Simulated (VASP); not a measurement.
# MoS2 in VASP: single point with PBE+D3(BJ)

Aim: the single point of MoS2 with PBE+D3(BJ).

All numbers are computed with VASP 6.6.1; they aren't measurements. Logs are shortened: lines on timing, memory, paths and dates and some standing lists are left out, and cuts for length are marked.

## 1. The cell of the first run

The cell holds a sheet with vacuum, 9 atoms: a = 3.160 Å, b = 3.160 Å, c = 54.648 Å, α = 90.00°, β = 90.00°, γ = 120.00°.

## 2. Single point, PBE+D3(BJ)

File INCAR:

```
PREC = Accurate
ENCUT = 520
EDIFF = 1E-6
ISMEAR = 0
SIGMA = 0.02
LREAL = F
LASPH = T
NELM = 60
ALGO = Normal
ISIF = 2
LWAVE = F
LCHARG = F
LDIPOL = T
IDIPOL = 3
DIPOL = 0.5 0.5 0.306
GGA = PE
IVDW = 12
NBANDS = 49
```

File KPOINTS:

```
regular mesh
0
Gamma
  12 12 1
```

File POSCAR:

```
MoS2
1.0
    3.1600000000      0.0000000000      0.0000000000
   -1.5800000000      2.7366402760      0.0000000000
    0.0000000000      0.0000000000     54.6480000066
S Mo
6 3
Direct
    0.6666666667      0.3333333333      0.1665159666
    0.6666666667      0.3333333333      0.2237519633
    0.3333333333      0.6666666667      0.2772237731
    0.3333333333      0.6666666667      0.3343997080
    0.6666666667      0.3333333333      0.3878715178
    0.6666666667      0.3333333333      0.4451075145
    0.3333333333      0.6666666667      0.1951491663
    0.6666666667      0.3333333333      0.3058117406
    0.3333333333      0.6666666667      0.4164743148
```

Potentials or basis: VASP PAW PBE potentials, release 64 (S, Mo_sv).

Command:

```sh
$ cat potpaw_PBE.64/S/POTCAR potpaw_PBE.64/Mo_sv/POTCAR > POTCAR
$ mpirun -np 1 vasp_std > vasp.out
```

OUTCAR:

```text
PREC = Accurate
   ENCUT = 520
   EDIFF = 1E-6
   ISMEAR = 0
   LREAL = F
   LASPH = T
   NELM = 60
   ISIF = 2
   GGA = PE
   IVDW = 12
 IVDW          = 12

 ion  position               nearest neighbor table
   1  0.667  0.333  0.167-   7 2.40   7 2.40   7 2.40
   2  0.667  0.333  0.224-   7 2.40   7 2.40   7 2.40
   3  0.333  0.667  0.277-   8 2.40   8 2.40   8 2.40
   4  0.333  0.667  0.334-   8 2.40   8 2.40   8 2.40
   5  0.667  0.333  0.388-   9 2.40   9 2.40   9 2.40
   6  0.667  0.333  0.445-   9 2.40   9 2.40   9 2.40
   7  0.333  0.667  0.195-   2 2.40   2 2.40   2 2.40   1 2.40   1 2.40   1 2.40
   8  0.667  0.333  0.306-   4 2.40   4 2.40   4 2.40   3 2.40   3 2.40   3 2.40
   9  0.333  0.667  0.416-   5 2.40   5 2.40   5 2.40   6 2.40   6 2.40   6 2.40

  LATTYP: Found a hexagonal cell.
 ALAT       =     3.1600000000
 C/A-ratio  =    17.2936708882

  Lattice vectors:

 A1 = (   3.1600000000,   0.0000000000,   0.0000000000)
 A2 = (  -1.5800000000,   2.7366402760,   0.0000000000)
 A3 = (   0.0000000000,   0.0000000000,  54.6480000066)

Analysis of symmetry for initial positions (statically):
=====================================================================
 Subroutine PRICEL returns:
 Original cell was already a primitive cell.

 Routine SETGRP: Setting up the symmetry group for a
 hexagonal supercell.

 Subroutine GETGRP returns: Found 12 space group operations
 (whereof  6 operations were pure point group operations)
 out of a pool of 24 trial point group operations.

The static configuration has the point symmetry C_3v.
 The point group associated with its full space group is D_3h.

Analysis of symmetry for dynamics (positions and initial velocities):
=====================================================================
 Subroutine PRICEL returns:
 Original cell was already a primitive cell.

 Routine SETGRP: Setting up the symmetry group for a
 hexagonal supercell.

 Subroutine GETGRP returns: Found 12 space group operations
 (whereof  6 operations were pure point group operations)
 out of a pool of 24 trial point group operations.

The dynamic configuration has the point symmetry C_3v.
 The point group associated with its full space group is D_3h.

 Subroutine INISYM returns: Found 12 space group operations
 (whereof  6 operations are pure point group operations),
 and found     1 'primitive' translations

----------------------------------------------------------------------------------------

                                     Primitive cell
[... 115 lines left out ...]
   EFERMI_NEDOS =   21; number of points for ismear=-14 and -15
   IALGO  =     38    algorithm
   IMIX   =      4    mixing-type and parameters
     AMIX     =   0.40;   BMIX     =  1.00
     AMIX_MAG =   1.60;   BMIX_MAG =  1.00
  volume/ion in A,a.u.               =      52.51       354.35
  Fermi-wavevector in a.u.,A,eV,Ry     =   0.898008  1.696988 10.971978  0.806418
  Thomas-Fermi vector in A             =   2.020663
   LORBIT       =      0    0 simple, 1 ext, 2 COOP (PROOUT), +10 PAW based schemes
   GGA     = PE    functional components
   LHFCALC =     F    Hartree Fock is set to
   AEXX    =    0.0000 exact exchange contribution
   IVDW    =    12    specifies the selected vdW correction
   LEPSILON=     F    determine dielectric tensor
   LRPA    =     F    only Hartree local field effects (RPA)
 non-spin polarized calculation
 Gauss-broadening in eV      SIGMA  =   0.02
  energy-cutoff  :      520.00
  volume of cell :      472.58
 maximum number of plane-waves:     12798
 NGX is ok and might be reduce to    24
   NGX = 11   NGY = 11   NGZ =203

 dipolmoment           0.000000      0.000000     -0.000000 electrons x Angstroem

 number of electron      78.0000001 magnetization

 dipolmoment           0.000000      0.000000      0.000001 electrons x Angstroem

 Free energy of the ion-electron system (eV)
  ---------------------------------------------------
  ext. energy  EPLUGINS =         0.00000000
  ---------------------------------------------------
  free energy    TOTEN  =       -65.40887957 eV

  energy without entropy =      -65.40887957  energy(sigma->0) =      -65.40887957

 E-fermi :  -0.7783     XC(G=0):  -3.8677

 val. band max:       -0.9442149583   @ k =   0.0000   0.0000   0.0000
 cond. band min:       0.0655639745   @ k =   0.1667   0.1667   0.0000
 fundamental gap:      1.0097789328
 Fermi energy:        -0.7782672112

 k-point     1 :       0.0000    0.0000    0.0000
  band No.  band energies     occupation
      1     -62.4124      2.00000
      2     -62.4099      2.00000
      3     -62.4099      2.00000
      4     -36.5688      2.00000
      5     -36.5660      2.00000
      6     -36.5660      2.00000
[... 977 lines left out ...]
     48       2.0253      0.00000
     49       3.3482      0.00000

------------------------ aborting loop because EDIFF is reached ----------------------------------------

 vacuum level on the upper side and lower side of the slab       (xc-potential included)        -0.079        -0.079

 Edisp (eV)   -3.54324

 E8    (eV) :    -1.4627

  FORCE on cell =-STRESS in cart. coord.  units (eV):
  Direction    XX          YY          ZZ          XY          YZ          ZX
  --------------------------------------------------------------------------------------
  -------------------------------------------------------------------------------------
  Total      -0.89530    -0.89530    -0.15537     0.00000     0.00000     0.00000
  in kB      -3.03528    -3.03528    -0.52675     0.00000     0.00000     0.00000
  external pressure =       -2.20 kB  Pullay stress =        0.00 kB

 VOLUME and BASIS-vectors are now :
 -----------------------------------------------------------------------------
  energy-cutoff  :      520.00
  volume of cell :      472.58
      direct lattice vectors                 reciprocal lattice vectors
     3.160000000  0.000000000  0.000000000     0.316455696  0.182705781  0.000000000
    -1.580000000  2.736640276  0.000000000     0.000000000  0.365411563  0.000000000
     0.000000000  0.000000000 54.648000007     0.000000000  0.000000000  0.018298931

 POSITION                                       TOTAL-FORCE (eV/Angst)
 -----------------------------------------------------------------------------------
      1.58000      0.91221      9.09976         0.000000      0.000000      0.011778
      1.58000      0.91221     12.22760         0.000000      0.000000     -0.011764
     -0.00000      1.82443     15.14972         0.000000     -0.000000      0.010935
     -0.00000      1.82443     18.27428         0.000000     -0.000000     -0.010935
      1.58000      0.91221     21.19640         0.000000      0.000000      0.011764
      1.58000      0.91221     24.32424        -0.000000      0.000000     -0.011778
     -0.00000      1.82443     10.66451        -0.000000     -0.000000     -0.001346
      1.58000      0.91221     16.71200        -0.000000     -0.000000     -0.000000
     -0.00000      1.82443     22.75949        -0.000000      0.000000      0.001346
 -----------------------------------------------------------------------------------
    total drift:                                0.000000      0.000000      0.000078

  FREE ENERGIE OF THE ION-ELECTRON SYSTEM (eV)
  ---------------------------------------------------
  free  energy   TOTEN  =       -68.9521210852 eV

  energy  without entropy=      -68.9521210852  energy(sigma->0) =      -68.95212109

 vacuum level on the upper side and lower side of the slab         4.239         4.239
```

OSZICAR:

```text
N       E                     dE             d eps       ncg     rms          rms(c)
DAV:   1     0.642663668763E+03    0.64266E+03   -0.40041E+04  2438   0.130E+03
DAV:   2    -0.128874838388E+02   -0.65555E+03   -0.63827E+03  2437   0.305E+02
DAV:   3    -0.678821655903E+02   -0.54995E+02   -0.54040E+02  2257   0.797E+01
[... 18 lines left out ...]
DAV:  22    -0.654088714571E+02   -0.23175E-04   -0.34846E-07  1428   0.119E-03    0.793E-04
DAV:  23    -0.654088733531E+02   -0.18961E-05   -0.33344E-08  1268   0.502E-04    0.539E-04
DAV:  24    -0.654088758229E+02   -0.24697E-05   -0.14132E-08  1196   0.368E-04    0.355E-04
DAV:  25    -0.654088787681E+02   -0.29452E-05   -0.60164E-08  1260   0.452E-04    0.233E-04
DAV:  26    -0.654088795722E+02   -0.80409E-06   -0.65471E-09  1132   0.235E-04
   1 F= -.68952121E+02 E0= -.68952121E+02  d E =-.987138E-34
```

stdout:

```text
POSCAR found type information on POSCAR S Mo
 POSCAR found :  2 types and       9 ions
 scaLAPACK will be used
 LDA part: xc-table for (Slater+PW92), standard interpolation
 -----------------------------------------------------------------------------
|                                                                             |
|           W    W    AA    RRRRR   N    N  II  N    N   GGGG   !!!           |
|           W    W   A  A   R    R  NN   N  II  NN   N  G    G  !!!           |
|           W    W  A    A  R    R  N N  N  II  N N  N  G       !!!           |
|           W WW W  AAAAAA  RRRRR   N  N N  II  N  N N  G  GGG   !            |
|           WW  WW  A    A  R   R   N   NN  II  N   NN  G    G                |
|           W    W  A    A  R    R  N    N  II  N    N   GGGG   !!!           |
|                                                                             |
|     One of the lattice vectors is very long (>50 A), but AMIN is rather     |
|     large. This can spoil convergence since charge sloshing might occur     |
|     along the long lattice vector. If problems with convergence are         |
|     observed, try to decrease AMIN to a smaller value (e.g. 0.01).          |
|     Note: This warning only applies if the self-consistency cycle is        |
|     used.                                                                   |
|                                                                             |
 -----------------------------------------------------------------------------

 POSCAR, INCAR and KPOINTS ok, starting setup
 FFT: planning ... GRIDC
 FFT: planning ... GRID_SOFT
 FFT: planning ... GRID
 WAVECAR not read
 entering main loop
```

Wall time 21 min (1 thread of AMD EPYC 7R43 (Zen 3), shared host); peak memory 0.71 GiB.

Results:

| Item | Value |
| --- | --- |
| Free energy | -68.9521 eV |
| Largest force | 0.012 eV/Å |
| Band gap on the k mesh | 1.01 eV, indirect (least direct gap 1.69 eV) |
| Dispersion energy per atom | -0.394 eV |

Forces in eV/Å, atoms in the order of the input:
```
S    0.000  0.000  0.012
S    0.000  0.000 -0.012
S    0.000  0.000  0.011
S    0.000  0.000 -0.011
S    0.000  0.000  0.012
S    0.000  0.000 -0.012
Mo   0.000  0.000 -0.001
Mo   0.000  0.000  0.000
Mo   0.000  0.000  0.001
```
